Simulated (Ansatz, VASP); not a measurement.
**Two plane-wave programs on BN**

File INCAR:

```
  PREC = Accurate
  ENCUT = 600
  EDIFF = 1E-6
  ISMEAR = 0
  SIGMA = 0.01
  LREAL = False
  LASPH = True
  NELM = 120
  ALGO = Normal
  ISIF = 2
  LWAVE = False
  LCHARG = False
  GGA = PE
  NBANDS = 11
  GGA_COMPAT = False
```

File KPOINTS:

```
regular mesh
0
Gamma
  4 4 4
```

The input POSCAR:

```
BN
1.0
    0.0000000000      1.7109940800      1.7109940800
    1.7109940800      0.0000000000      1.7109940800
    1.7109940800      1.7109940800      0.0000000000
B N
1 1
Direct
    0.0000000000      0.0000000000      0.0000000000
    0.2500000000      0.2500000000      0.2500000000
```

Input for Ansatz:

```yaml
crystal:
  lattice:
    - [0.0, 1.71099408, 1.71099408]
    - [1.71099408, 0.0, 1.71099408]
    - [1.71099408, 1.71099408, 0.0]
  atoms:
    - { symbol: B, position: [0.0, 0.0, 0.0] }
    - { symbol: "N", position: [0.25, 0.25, 0.25] }
basis:
  precision: f64
  xc_grid: 2
  ecutwfc: 700
  ecutrho_ratio: 4
kpoints:
  mp_grid: { grid: [4, 4, 4], shift: [0, 0, 0] }
hamiltonian:
  xc: pbe
  dispersion: none
  pseudopotentials:
    kind: paw
    azcp:
      B: "pseudopotentials/B.paw.azcp"
      "N": "pseudopotentials/N.paw.azcp"
magnetization:
  spin_polarized: false
scf:
  lower_state_search: "off"
  max_iter: 200
  occupations: { method: fixed }
  convergence: { dr2_threshold: "1e-10 eV" }
output:
  forces: true
  stress: true
  eigenvalues: true
```

Alike in both runs: task single point; functional PBE; k mesh 4 × 4 × 4; no spin polarisation.

|  | VASP | Ansatz |
| --- | --- | --- |
| version | VASP 6.6.1 | Ansatz 0.2.0-dev |
| potentials or method | VASP PAW PBE potentials, release 64 (B, N), cutoff 600 eV | hard PAW set made for 700 eV |
| occupations | gaussian, width 0.01 eV | fixed |

VASP gave:

```
gap on the k mesh at the Fermi level (eV) : 4.59
```

Problem. Estimate Ansatz's values.

Solution. gap on the k mesh at the Fermi level (eV): 4.60.

The k mesh is coarse, so the values compare programs but aren't converged.
